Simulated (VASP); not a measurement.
Here is a VASP 6.6.1 calculation.

The input INCAR:

```
ALGO     = Normal         # electronic algorithm
EDIFF    = 1E-8           # SCF threshold, eV
ENCUT    = 520            # plane-wave cutoff, eV
GGA      = PS             # functional
ISIF     = 2              # what is computed and relaxed
ISMEAR   = -1             # smearing method
LASPH    = True           # aspherical terms in the spheres
LCHARG   = False          # write CHGCAR
LEFG     = True         
LREAL    = False          # projectors in reciprocal space
LWAVE    = False          # write WAVECAR
NBANDS   = 12             # bands
NELM     = 60             # most SCF steps
PREC     = Accurate       # precision mode
SIGMA    = 0.05           # smearing width, eV
```

File KPOINTS:

```
k-points
0
Gamma
  14 14 14
```

POSCAR

```
Ti
1.0
   -1.6272094320      1.6272094320      1.6272094320
    1.6272094320     -1.6272094320      1.6272094320
    1.6272094320      1.6272094320     -1.6272094320
Ti
1
Direct
    0.0000000000      0.0000000000      0.0000000000
```

Potentials or basis: VASP PAW PBE potentials, release 64 (Ti_sv).

Command:

```bash
$ cat potpaw_PBE.64/Ti_sv/POTCAR > POTCAR
$ mpirun -np 1 vasp_std > vasp.out
```

**Question.** Predict the band gap on the k mesh.

**Answer.** Zero (band 6 reaches 9.03 eV, above the bottom of band 7 at 7.38 eV).

**Question.** Predict the pressure.

**Answer.** -4.5 GPa.

Caveat: without QUAD_EFG the Cq values of the log hold for a quadrupole moment of 1 mb, not for the nuclei; the PAW data sets were made with another functional, which shifts forces and pressure a little.
